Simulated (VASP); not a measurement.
# Li2O (Fm-3m) in VASP: notebook, part 2 of 2

VASP 6.6.1. Earlier steps stand in the parts before.

**3. G0W0 quasiparticle levels, PBE**

File POSCAR:

```
Li2O
1.0
    0.0000000000      2.2863690217      2.2863690217
    2.2863690217      0.0000000000      2.2863690217
    2.2863690217      2.2863690217      0.0000000000
Li O
2 1
Direct
    0.2500000000      0.2500000000      0.2500000000
    0.7500000000      0.7500000000      0.7500000000
    0.0000000000      0.0000000000      0.0000000000
```

File INCAR.step1:

```
SYSTEM = Li2O
  PREC = Accurate
  ENCUT = 500
  EDIFF = 1E-8
  ISMEAR = 0
  SIGMA = 0.01
  LREAL = .False.
  LASPH = .True.
  NELM = 100
  ALGO = Normal
  LWAVE = .True.
  LCHARG = .False.
  GGA = PE
```

File INCAR.step2:

```
SYSTEM = Li2O
  PREC = Accurate
  ENCUT = 500
  EDIFF = 1E-8
  ISMEAR = 0
  SIGMA = 0.01
  LREAL = .False.
  LASPH = .True.
  NELM = 1
  ALGO = Exact
  LWAVE = .True.
  LCHARG = .False.
  GGA = PE
  NBANDS = 64
  LOPTICS = .True.
  ISTART = 1
```

File INCAR.step3:

```
SYSTEM = Li2O
  PREC = Accurate
  ENCUT = 500
  EDIFF = 1E-8
  ISMEAR = 0
  SIGMA = 0.01
  LREAL = .False.
  LASPH = .True.
  ALGO = EVGW0
  LWAVE = .False.
  LCHARG = .False.
  GGA = PE
  NELMGW = 1
  NBANDS = 64
  ENCUTGW = 80.0
  NOMEGA = 48
  PRECFOCK = Fast
  ISTART = 1
  NBANDSGW = 12
```

File KPOINTS:

```
Automatic mesh
0
Gamma
  4 4 4
  0 0 0
```

Potentials or basis: VASP PAW PBE potentials, release 64 (Li_GW, O_GW).

Command:

```bash
$ cat potpaw_PBE.64/Li_GW/POTCAR potpaw_PBE.64/O_GW/POTCAR > POTCAR
$ cp INCAR.step1 INCAR
$ mpirun -np 1 vasp_std > vasp.out
$ cp INCAR.step2 INCAR
$ mpirun -np 1 vasp_std > vasp.out
$ cp INCAR.step3 INCAR
$ mpirun -np 1 vasp_std > vasp.out
```

OUTCAR:

```text
SYSTEM = Li2O
   PREC = Accurate
   ENCUT = 500
   EDIFF = 1E-8
   ISMEAR = 0
   LREAL = .False.
   LASPH = .True.
   GGA = PE
   NELMGW = 1
   ENCUTGW = 80.0
   PRECFOCK = Fast
   ISTART = 1

 ion  position               nearest neighbor table
   1  0.250  0.250  0.250-   3 1.98   3 1.98   3 1.98   3 1.98   2 2.29   2 2.29   2 2.29   2 2.29
[... 189 lines left out ...]
      2      -2.2009      -3.4638     -20.6803     -19.0480     -24.6979       0.7737       2.0000       0.1534
      3      -2.2009      -3.4638     -20.6803     -19.0480     -24.6979       0.7737       2.0000       0.1534
      4      -2.2009      -3.4638     -20.6803     -19.0480     -24.6979       0.7737       2.0000       0.1534
      5       3.3040       4.2173      -8.2874      -9.3941      -4.8011       0.8253       0.0000      -0.1101
      6       9.9299      11.4255      -6.4061      -8.2069      -2.5442       0.8305       0.0000      -0.1250
      7       9.9299      11.4255      -6.4061      -8.2069      -2.5442       0.8305       0.0000      -0.1250
      8       9.9299      11.4255      -6.4061      -8.2069      -2.5442       0.8305       0.0000      -0.1250
      9      17.1744      18.0447      -6.1888      -7.3003      -1.2409       0.7829       0.0000      -0.6559
     10      17.1744      18.0447      -6.1888      -7.3003      -1.2409       0.7829       0.0000      -0.6559
     11      17.1744      18.0447      -6.1888      -7.3003      -1.2409       0.7829       0.0000      -0.6559
     12      19.4814      20.8202      -7.3221      -8.9059      -2.8556       0.8454       0.0000      -0.6317
[... 100 lines left out ...]
      1     -17.4225     -19.7375     -22.6993     -19.5751     -31.0383       0.7410       2.0000       1.1157
      2      -4.0923      -5.6290     -17.6339     -15.6223     -21.4247       0.7639       2.0000       0.1818
      3      -3.7291      -5.2921     -18.8304     -16.7736     -22.8749       0.7599       2.0000       0.1810
      4      -3.7291      -5.2921     -18.8304     -16.7736     -22.8749       0.7599       2.0000       0.1810
      5       5.0875       6.2405      -9.4126     -10.8367      -6.2189       0.8097       0.0000      -0.1154
      6       8.4725       9.8560      -7.4473      -9.1496      -3.3568       0.8128       0.0000      -0.1560
      7      12.2694      14.0003     -10.0744     -12.2833      -5.5782       0.7836       0.0000      -0.3135
      8      12.2694      14.0003     -10.0744     -12.2833      -5.5782       0.7836       0.0000      -0.3135
      9      16.3079      17.6897      -6.7101      -8.4309      -2.2460       0.8030       0.0000      -0.2980
     10      16.3079      17.6897      -6.7101      -8.4309      -2.2460       0.8030       0.0000      -0.2980
     11      21.4216      23.3032      -7.8552     -10.1228      -2.8800       0.8298       0.0000      -0.8512
     12      22.6394      24.8019      -6.7268      -9.3442      -2.2366       0.8262       0.0000      -0.4406
```

OUTCAR.step2:

```text
SYSTEM = Li2O
   PREC = Accurate
   ENCUT = 500
   EDIFF = 1E-8
[... 695 lines left out ...]
  --------------------------------------------------------------------------------------------------------------
     0.00000     2.98243     2.98243     2.98243    -0.00000     0.00000     0.00000
     1.44868     3.03353     3.03353     3.03353    -0.00000     0.00000     0.00000
     2.89736     3.21569     3.21569     3.21569    -0.00000     0.00000     0.00000
     4.34605     3.68114     3.68114     3.68114    -0.00000     0.00000     0.00000
     5.79473     4.14870     4.14870     4.14870     0.00000     0.00000     0.00000
     7.24341    -0.46052    -0.46052    -0.46052     0.00000     0.00000    -0.00000
[... 92 lines left out ...]
   141.97084     0.97749     0.97749     0.97749     0.00000    -0.00000    -0.00000
   143.41953     0.97800     0.97800     0.97800     0.00000    -0.00000    -0.00000
```

It took 53 s on 1 thread of Intel Xeon 8259CL, shared host; peak memory 0.21 GiB.

What came out:

* Band gap on the k mesh, mean-field level: 5.04 eV, indirect (least direct gap 5.50 eV)
* Quasiparticle gap: 7.15 eV
* Least direct quasiparticle gap: 7.68 eV

Levels at points of the mesh, in eV from the valence-band top:
| k point | band 2 | band 3 | band 4 | band 5 | band 6 | band 7 |
| --- | --- | --- | --- | --- | --- | --- |
| (0.00, 0.00, 0.00) | 0.00 | 0.00 | 0.00 | 5.50 | 12.13 | 12.13 |
| (0.50, 0.00, 0.00) | -2.85 | -0.46 | -0.46 | 9.43 | 10.12 | 12.24 |
| (0.50, 0.50, 0.00) | -1.63 | -1.43 | -1.43 | 5.04 | 13.85 | 13.85 |

Caveat: the k points lie up to 0.59 Å⁻¹ apart; bands, screening cutoff and mesh are small and nothing is extrapolated, so the quasiparticle values aren't converged. A k mesh can miss the band edges.
